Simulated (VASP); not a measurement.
Wanted: the native input for a VASP 6.6.1 run.

```yaml
Task: single point
Functional: PBEsol
Potentials_or_basis: VASP PAW PBE potentials, release 64 (Ti_sv)
Cutoff: 520 eV
k_mesh: 20 × 20 × 20
Occupations: gaussian, width 0.15 eV
Spin: no spin polarisation
Dipole_correction: no
Further_INCAR_settings: ALGO = Normal; EDIFF = 1e-07; NBANDS = 12
```

The structure of Ti lies in POSCAR:

```
Ti
1.0
   -1.5917700000      1.5917700000      1.6410000000
    1.5917700000     -1.5917700000      1.6410000000
    1.5917700000      1.5917700000     -1.6410000000
Ti
1
Direct
    0.0000000000      0.0000000000      0.0000000000
```

This cell differs from its parent crystal: strain -0.030 along x and y, +0.000 along z.

The input as run:

INCAR

```
ALGO     = Normal         # electronic algorithm
EDIFF    = 1E-7           # SCF threshold, eV
ENCUT    = 520            # plane-wave cutoff, eV
GGA      = PS             # functional
ISIF     = 2              # what is computed and relaxed
ISMEAR   = 0              # smearing method
LASPH    = T              # aspherical terms in the spheres
LCHARG   = F              # write CHGCAR
LREAL    = F              # projectors in reciprocal space
LWAVE    = F              # write WAVECAR
NBANDS   = 12             # bands
NELM     = 100            # most SCF steps
PREC     = Accurate       # precision mode
SIGMA    = 0.15           # smearing width, eV
```

KPOINTS

```
k-points
0
Gamma
  20 20 20
```

Potentials or basis: VASP PAW PBE potentials, release 64 (Ti_sv).

The run is started by

```sh
$ cat potpaw_PBE.64/Ti_sv/POTCAR > POTCAR
$ mpirun -np 1 vasp_std > vasp.out
```

It gave:

The pressure is -0.8 GPa and the band gap on the k mesh is zero (band 6 reaches 9.42 eV, above the bottom of band 7 at 7.75 eV).

Caveat: the cell differs from its parent crystal (strain -0.030 along x and y, +0.000 along z); the PAW data sets were made with another functional, which shifts forces and pressure a little.

Wall time 40 s on 1 thread of Intel(R) Xeon(R) Platinum 8559C (Emerald Rapids) (shared host), peak memory 0.24 GiB.
